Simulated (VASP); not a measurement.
Crystal: SrTiO3 (Tausonite).

```xyz
5
Lattice="3.9364 0.0000 0.0000 0.0000 3.9364 0.0000 0.0000 0.0000 3.9364" Properties=species:S:1:pos:R:3 pbc="T T T"
Sr    1.9682    1.9682    1.9682
Ti    0.0000    0.0000    0.0000
O     1.9682    0.0000    0.0000
O     0.0000    1.9682    0.0000
O     0.0000    0.0000    1.9682
```

| Item | Value |
| --- | --- |
| Program | VASP 6.6.1 |
| Task | relaxation of cell and atoms |
| Functional | LDA |
| Potentials or basis | VASP PAW LDA potentials, release 64 (Sr_sv, Ti_sv, O) |
| Cutoff | 600 eV |
| k mesh | 8 × 8 × 8 |
| Occupations | gaussian, width 0.02 eV |
| Spin | no spin polarisation |

At the start: pressure -10.4 GPa; volume 12.20 Å³/atom.

Question: Where does the relaxation end?

Answer: Over 6 steps the energy falls by 24.1 meV/atom and the volume is 11.50 Å³/atom (-5.7 %); space group Pm-3m (No. 221, to 0.05 Å).

The path:
```tsv
step	energy change (eV)	largest force (eV/Å)	pressure (GPa)	volume (Å³)
1	0.0000	0.0000	-10.42	61.00
2	0.0061	0.0000	13.23	54.26
3	-0.1203	0.0000	-0.10	57.52
4	-0.1203	0.0000	0.12	57.45
5	-0.1203	0.0000	-0.09	57.52
6	-0.1203	0.0000	-0.05	57.49
```

Final structure:
```
CELL_PARAMETERS angstrom
3.85953 0.00000 0.00000
0.00000 3.85953 0.00000
0.00000 0.00000 3.85953
ATOMIC_POSITIONS crystal
Sr 0.50000 0.50000 0.50000
Ti 0.00000 0.00000 0.00000
O 0.50000 0.00000 0.00000
O 0.00000 0.50000 0.00000
O 0.00000 0.00000 0.50000
```
